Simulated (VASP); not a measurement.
## InP: single point with LDA

Crystal: InP.

```
In P
1.0
     0.00000    2.91333    2.91333
     2.91333    0.00000    2.91333
     2.91333    2.91333    0.00000
In P
1 1
Cartesian
  0.0000 0.0000 0.0000
  4.3700 4.3700 4.3700
```

| Item | Value |
| --- | --- |
| Program | VASP 6.6.1 |
| Task | single point |
| Functional | LDA |
| Potentials or basis | VASP PAW LDA potentials, release 64 (In_d, P) |
| Cutoff | 500 eV |
| k mesh | 8 × 8 × 8 |
| Occupations | gaussian, width 0.02 eV |
| Spin | no spin polarisation |

```
Pressure               : 0.0 GPa
Band gap on the k mesh : 0.61 eV
```

Levels at points of the mesh, in eV from the valence-band top:
| k point | band 5 | band 6 | band 7 | band 8 | band 9 | band 10 | band 11 | band 12 | band 13 | band 14 |
| --- | --- | --- | --- | --- | --- | --- | --- | --- | --- | --- |
| (0.00, 0.00, 0.00) | -14.06 | -11.67 | 0.00 | 0.00 | 0.00 | 0.61 | 3.96 | 3.96 | 3.96 | 8.37 |
| (0.50, 0.00, 0.00) | -14.05 | -9.86 | -5.92 | -1.02 | -1.02 | 1.37 | 4.70 | 4.70 | 6.93 | 9.32 |
| (0.50, 0.50, 0.00) | -14.02 | -9.16 | -5.94 | -2.42 | -2.42 | 1.57 | 2.12 | 9.10 | 9.55 | 9.55 |

Run time: 29 s on 1 thread of AMD EPYC 7R43 64-Core Processor (Zen 3), with other jobs on the host, peak memory 0.11 GiB.

Caveat: spin-orbit coupling is left out, which moves the levels of the heavy elements.
